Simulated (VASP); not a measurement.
# Ba (I4_1/amd) in VASP: a series of runs, part 2 of 2

VASP 6.6.1.

## (3) Single point, PBE (volume scaled by 0.45)

The input, INCAR:

```
PREC     = Accurate       # precision mode
ENCUT    = 520            # plane-wave cutoff, eV
EDIFF    = 1E-6           # SCF threshold, eV
ISMEAR   = -1             # smearing method
SIGMA    = 0.08           # smearing width, eV
LREAL    = False          # projectors in reciprocal space
LASPH    = True           # aspherical terms in the spheres
NELM     = 60             # most SCF steps
ALGO     = Normal         # electronic algorithm
ISIF     = 2              # what is computed and relaxed
LWAVE    = False          # write WAVECAR
LCHARG   = False          # write CHGCAR
GGA      = PE             # functional
NBANDS   = 17             # bands
```

The input, KPOINTS:

```
Automatic mesh
0
Gamma
  10 10 10
```

The input, POSCAR:

```
Ba
1.0
   -2.9296709446      2.9296709446      1.5846372803
    2.9296709446     -2.9296709446      1.5846372803
    2.9296709446      2.9296709446     -1.5846372803
Ba
2
Direct
   -0.3750000000     -0.1250000000     -0.2500000000
    0.3750000000      0.1250000000      0.2500000000
```

Potentials or basis: VASP PAW PBE potentials, release 64 (Ba_sv).

Started as:

```console
> cat potpaw_PBE.64/Ba_sv/POTCAR > POTCAR
> mpirun -np 1 vasp_std > vasp.out
```

OUTCAR:

```text
PREC = Accurate
   ENCUT = 520
   EDIFF = 1E-6
   ISMEAR = -1
   LREAL = False
   LASPH = True
   NELM = 60
   ISIF = 2
   GGA = PE

 ion  position               nearest neighbor table
   1  0.625  0.875  0.750-   2 3.03   2 3.03   2 3.03   2 3.03   2 3.77   2 3.77   2 3.77   2 3.77

   2  0.375  0.125  0.250-   1 3.03   1 3.03   1 3.03   1 3.03   1 3.77   1 3.77   1 3.77   1 3.77

  LATTYP: Found a body centered tetragonal cell.
 ALAT       =     5.8593418892
 C/A-ratio  =     0.5408925815

  Lattice vectors:

 A1 = (  -2.9296709446,   2.9296709446,   1.5846372803)
 A2 = (   2.9296709446,  -2.9296709446,   1.5846372803)
 A3 = (   2.9296709446,   2.9296709446,  -1.5846372803)

Analysis of symmetry for initial positions (statically):
=====================================================================
 Subroutine PRICEL returns:
 Original cell was already a primitive cell.

 Routine SETGRP: Setting up the symmetry group for a
 body centered tetragonal supercell.

 Subroutine GETGRP returns: Found 16 space group operations
 (whereof  4 operations were pure point group operations)
 out of a pool of 16 trial point group operations.

The static configuration has the point symmetry C_2h.
 The point group associated with its full space group is D_4h.

Analysis of symmetry for dynamics (positions and initial velocities):
=====================================================================
 Subroutine PRICEL returns:
 Original cell was already a primitive cell.

 Routine SETGRP: Setting up the symmetry group for a
 body centered tetragonal supercell.

 Subroutine GETGRP returns: Found 16 space group operations
 (whereof  4 operations were pure point group operations)
 out of a pool of 16 trial point group operations.

The dynamic configuration has the point symmetry C_2h.
 The point group associated with its full space group is D_4h.

 Subroutine INISYM returns: Found 16 space group operations
 (whereof  4 operations are pure point group operations),
 and found     1 'primitive' translations

----------------------------------------------------------------------------------------

                                     Primitive cell

  volume of cell :      54.4036

  direct lattice vectors                    reciprocal lattice vectors
    -2.929670945  2.929670945  1.584637280     0.000000000  0.170667631  0.315529621
     2.929670945 -2.929670945  1.584637280     0.170667631  0.000000000  0.315529621
     2.929670945  2.929670945 -1.584637280     0.170667631  0.170667631  0.000000000

  length of vectors
     4.435878605  4.435878605  4.435878605     0.358728842  0.358728842  0.241360479

  position of ions in fractional coordinates (direct lattice)
     0.625000000  0.875000000  0.750000000
     0.375000000  0.125000000  0.250000000

  ion indices of the primitive-cell ions
   primitive index   ion index
                 1           1
                 2           2

----------------------------------------------------------------------------------------

 KPOINTS: Automatic mesh

Automatic generation of k-mesh.
 Grid dimensions read from file:
 generate k-points for:   10   10   10

 Generating k-lattice:

  Cartesian coordinates                     Fractional coordinates (reciprocal lattice)
     0.000000000  0.017066763  0.031552962     0.100000000 -0.000000000  0.000000000
     0.017066763  0.000000000  0.031552962    -0.000000000  0.100000000  0.000000000
     0.017066763  0.017066763  0.000000000     0.000000000  0.000000000  0.100000000

  Length of vectors
     0.035872884  0.035872884  0.024136048

  Shift w.r.t. Gamma in fractional coordinates (k-lattice)
     0.000000000  0.000000000  0.000000000

 Subroutine IBZKPT returns following result:
 ===========================================

 Found    102 irreducible k-points:

 Following reciprocal coordinates:
            Coordinates               Weight
  0.000000  0.000000  0.000000      1.000000
  0.100000  0.000000 -0.000000      8.000000
  0.200000  0.000000 -0.000000      8.000000
  0.300000 -0.000000  0.000000      8.000000
  0.400000 -0.000000  0.000000      8.000000
  0.500000 -0.000000  0.000000      4.000000
[... 16 lines left out ...]
  0.300000  0.300000  0.000000      8.000000
  0.400000  0.300000  0.000000     16.000000
 [... further k-points ...]
   k-points           NKPTS =    102   k-points in BZ     NKDIM =    102   number of bands    NBANDS=     17
   number of dos      NEDOS =    301   number of ions     NIONS =      2
   total plane-waves  NPLWV =  46656
   dimension x,y,z NGX =    36 NGY =   36 NGZ =   36
   dimension x,y,z NGXF=    72 NGYF=   72 NGZF=   72
   ions per type =               2
   NGX,Y,Z   is equivalent  to a cutoff of  13.49, 13.49, 13.49 a.u.
   NGXF,Y,Z  is equivalent  to a cutoff of  26.98, 26.98, 26.98 a.u.
 SYSTEM =  unknown system
   PREC   = accura    normal or accurate (medium, high low for compatibility)
   ISTART =      0    job   : 0-new  1-cont  2-samecut
   ICHARG =      2    charge: 1-file 2-atom 10-const
   ISPIN  =      1    spin polarized calculation?
   LNONCOLLINEAR =      F non collinear calculations
   LSORBIT =      F    spin-orbit coupling
   LASPH  =      T    aspherical Exc in radial PAW
   ENCUT  =  520.0 eV  38.22 Ry    6.18 a.u.   8.25  8.25  8.25*2*pi/ulx,y,z
   NELM   =     60;   NELMIN=  2; NELMDL= -5     # of ELM steps
   EDIFF  = 0.1E-05   stopping-criterion for ELM
   LREAL  =      F    real-space projection
   EDIFFG = 0.1E-04   stopping-criterion for IOM
   NSW    =      0    number of steps for IOM
   IBRION =     -1    ionic relax: 0-MD 1-quasi-New 2-CG
   NFREE  =      0    steps in history (QN), initial steepest desc. (CG)
   ISIF   =      2    stress and relaxation
   ISYM   =      2    0-nonsym 1-usesym 2-fastsym
   POTIM  = 0.5000    time-step for ionic-motion
   TEBEG  =    0.0;   TEEND  =   0.0 temperature during run
   PSTRESS=    0.0 pullay stress
   NELECT =      20.0000    total number of electrons
   NUPDOWN=      -1.0000    fix difference up-down
   EMIN   =  10.00;   EMAX   =-10.00  energy-range for DOS
   EFERMI =   0.00;   METHOD = LEGACY
   ISMEAR =    -1;   SIGMA  =   0.08  broadening in eV -4-tet -1-fermi 0-gaus
   EFERMI_NEDOS =   21; number of points for ismear=-14 and -15
   IALGO  =     38    algorithm
   IMIX   =      4    mixing-type and parameters
     AMIX     =   0.40;   BMIX     =  1.00
     AMIX_MAG =   1.60;   BMIX_MAG =  1.00
  volume/ion in A,a.u.               =      27.20       183.57
  Fermi-wavevector in a.u.,A,eV,Ry     =   1.172760  2.216194 18.712977  1.375365
  Thomas-Fermi vector in A             =   2.309183
   LORBIT       =      0    0 simple, 1 ext, 2 COOP (PROOUT), +10 PAW based schemes
   GGA     = PE    functional components
   LHFCALC =     F    Hartree Fock is set to
   AEXX    =    0.0000 exact exchange contribution
   IVDW    =     0    specifies the selected vdW correction
   LEPSILON=     F    determine dielectric tensor
   LRPA    =     F    only Hartree local field effects (RPA)
 non-spin polarized calculation
  energy-cutoff  :      520.00
  volume of cell :       54.40
 maximum number of plane-waves:      1484
 NGX is ok and might be reduce to    36
   NGX = 17   NGY = 17   NGZ = 17

 number of electron      19.9999999 magnetization

 Free energy of the ion-electron system (eV)
  ---------------------------------------------------
  ext. energy  EPLUGINS =         0.00000000
  ---------------------------------------------------
  free energy    TOTEN  =        -0.41801755 eV

  energy without entropy =       -0.36710589  energy(sigma->0) =       -0.39256172

 E-fermi :   5.9154     XC(G=0): -10.6505

 val. band max:        5.9058929721   @ k =  -0.3000   0.5000   0.2000
 cond. band min:       5.9155344457   @ k =  -0.4000  -0.4000   0.1000
 fundamental gap:      0.0096414736
 Fermi energy:         5.9153705927

 k-point     1 :       0.0000    0.0000    0.0000
  band No.  band energies     occupation
      1     -23.6227      2.00000
      2     -21.8560      2.00000
      3      -9.7515      2.00000
      4      -9.7515      2.00000
      5      -6.1360      2.00000
      6      -6.0897      2.00000
[... 9 lines left out ...]
     16      10.6709      0.00000
     17      10.6709      0.00000
[... 441 lines left out ...]
 k-point    24 :       0.4000    0.3000    0.0000
  band No.  band energies     occupation
      1     -22.5715      2.00000
      2     -22.2715      2.00000
      3      -9.7052      2.00000
      4      -8.9221      2.00000
      5      -8.7011      2.00000
      6      -8.0126      2.00000
[... 9 lines left out ...]
     16      11.5613      0.00000
     17      12.3667      0.00000

 [... further k-points ...]
[... 5 lines left out ...]
  --------------------------------------------------------------------------------------
  -------------------------------------------------------------------------------------
  Total        9.6578567      9.6578567      9.9332842      0.0000000      0.0000000      0.0000000
  in kB      284.4223970    284.4223970    292.5336952      0.0000000      0.0000000      0.0000000
  external PRESSURE =     287.1261630 kB  Pullay stress =       0.0000000 kB

 VOLUME and BASIS-vectors are now :
 -----------------------------------------------------------------------------
  energy-cutoff  :      520.00
  volume of cell :       54.40
      direct lattice vectors                 reciprocal lattice vectors
    -2.929670945  2.929670945  1.584637280     0.000000000  0.170667631  0.315529621
     2.929670945 -2.929670945  1.584637280     0.170667631  0.000000000  0.315529621
     2.929670945  2.929670945 -1.584637280     0.170667631  0.170667631  0.000000000

 POSITION                                       TOTAL-FORCE (eV/Angst)
 -----------------------------------------------------------------------------------
      2.92967      1.46484      1.18848         0.000000      0.000000      0.000000
     -0.00000      1.46484      0.39616        -0.000000     -0.000000     -0.000000
 -----------------------------------------------------------------------------------
    total drift:                               -0.000000     -0.000000      0.000000

  FREE ENERGIE OF THE ION-ELECTRON SYSTEM (eV)
  ---------------------------------------------------
  free  energy   TOTEN  =        -0.4180175494 eV

  energy  without entropy=       -0.3671058949  energy(sigma->0) =       -0.39256172
```

Run time: 54 s. Hardware: 1 thread of Intel Xeon Platinum 8488C (Sapphire Rapids), shared host; peak memory 0.25 GiB.

What came out:

| Quantity | Value |
| --- | --- |
| Free energy | -0.4180 eV |
| Pressure | 28.7 GPa |
| Band gap on the k mesh | zero (band 10 reaches 7.05 eV, above the bottom of band 11 at 4.53 eV) |

Caveat: spin-orbit coupling is left out, which moves the levels of the heavy elements.

## (4) Single point, PBE (volume scaled by 0.52)

The input, INCAR:

```
PREC = Accurate ; ENCUT = 520
EDIFF = 1E-7 ; ISMEAR = -1
SIGMA = 0.08 ; LREAL = F
LASPH = T ; NELM = 100
ALGO = Normal ; ISIF = 2
LWAVE = F ; LCHARG = F
GGA = PE ; NBANDS = 17
```

The input, KPOINTS:

```
regular mesh
0
Gamma
  10 10 10
```

The input, POSCAR:

```
Ba
1.0
   -3.0567782119      3.0567782119      1.6820175714
    3.0567782119     -3.0567782119      1.6820175714
    3.0567782119      3.0567782119     -1.6820175714
Ba
2
Direct
   -0.3750000000     -0.1250000000     -0.2500000000
    0.3750000000      0.1250000000      0.2500000000
```

Potentials or basis: VASP PAW PBE potentials, release 64 (Ba_sv).

Started as:

```console
> cat potpaw_PBE.64/Ba_sv/POTCAR > POTCAR
> mpirun -np 1 vasp_std > vasp.out
```

OUTCAR:

```text
PREC = Accurate
   ENCUT = 520
   EDIFF = 1E-7
   ISMEAR = -1
   LREAL = F
   LASPH = T
   NELM = 100
   ISIF = 2
   GGA = PE

 ion  position               nearest neighbor table
   1  0.625  0.875  0.750-   2 3.17   2 3.17   2 3.17   2 3.17   2 3.96   2 3.96   2 3.96   2 3.96

   2  0.375  0.125  0.250-   1 3.17   1 3.17   1 3.17   1 3.17   1 3.96   1 3.96   1 3.96   1 3.96

  LATTYP: Found a body centered tetragonal cell.
 ALAT       =     6.1135564238
 C/A-ratio  =     0.5502582964

  Lattice vectors:

[... 193 lines left out ...]
      6      -7.5762      2.00000
[... 457 lines left out ...]
      4      -9.6193      2.00000
      5      -9.4183      2.00000
      6      -8.8406      2.00000
[... 9 lines left out ...]
     16       9.6579      0.00000
     17      10.5229      0.00000

 [... further k-points ...]
[... 5 lines left out ...]
  --------------------------------------------------------------------------------------
  -------------------------------------------------------------------------------------
  Total        6.7276266      6.7276266      6.8854917      0.0000000      0.0000000      0.0000000
  in kB      171.4565521    171.4565521    175.4798130      0.0000000      0.0000000      0.0000000
  external PRESSURE =     172.7976391 kB  Pullay stress =       0.0000000 kB

 VOLUME and BASIS-vectors are now :
 -----------------------------------------------------------------------------
  energy-cutoff  :      520.00
  volume of cell :       62.87
      direct lattice vectors                 reciprocal lattice vectors
    -3.056778212  3.056778212  1.682017571     0.000000000  0.163570912  0.297262055
     3.056778212 -3.056778212  1.682017571     0.163570912  0.000000000  0.297262055
     3.056778212  3.056778212 -1.682017571     0.163570912  0.163570912  0.000000000

 POSITION                                       TOTAL-FORCE (eV/Angst)
 -----------------------------------------------------------------------------------
      3.05678      1.52839      1.26151         0.000000      0.000000      0.000000
     -0.00000      1.52839      0.42050        -0.000000     -0.000000     -0.000000
 -----------------------------------------------------------------------------------
    total drift:                               -0.000000     -0.000000      0.000000

  FREE ENERGIE OF THE ION-ELECTRON SYSTEM (eV)
  ---------------------------------------------------
  free  energy   TOTEN  =        -1.6018205455 eV

  energy  without entropy=       -1.5526714940  energy(sigma->0) =       -1.57724602
```

stdout:

```text
POSCAR found type information on POSCAR Ba
 POSCAR found :  1 types and       2 ions
 scaLAPACK will be used
 LDA part: xc-table for (Slater+PW92), standard interpolation
 POSCAR, INCAR and KPOINTS ok, starting setup
 FFT: planning ... GRIDC
 FFT: planning ... GRID_SOFT
 FFT: planning ... GRID
 WAVECAR not read
 entering main loop
```

Wall time 62 s (1 thread of Intel Xeon Platinum 8488C (Sapphire Rapids), shared host); peak memory 0.25 GiB.

Results:

* Free energy: -1.6018 eV
* Pressure: 17.3 GPa
* Band gap on the k mesh: zero (band 10 reaches 5.93 eV, above the bottom of band 11 at 3.96 eV)

Stress tensor (GPa, compression positive):
```
17.15  0.00  0.00
 0.00 17.15  0.00
 0.00  0.00 17.55
```

Caveat: spin-orbit coupling is left out, which moves the levels of the heavy elements.
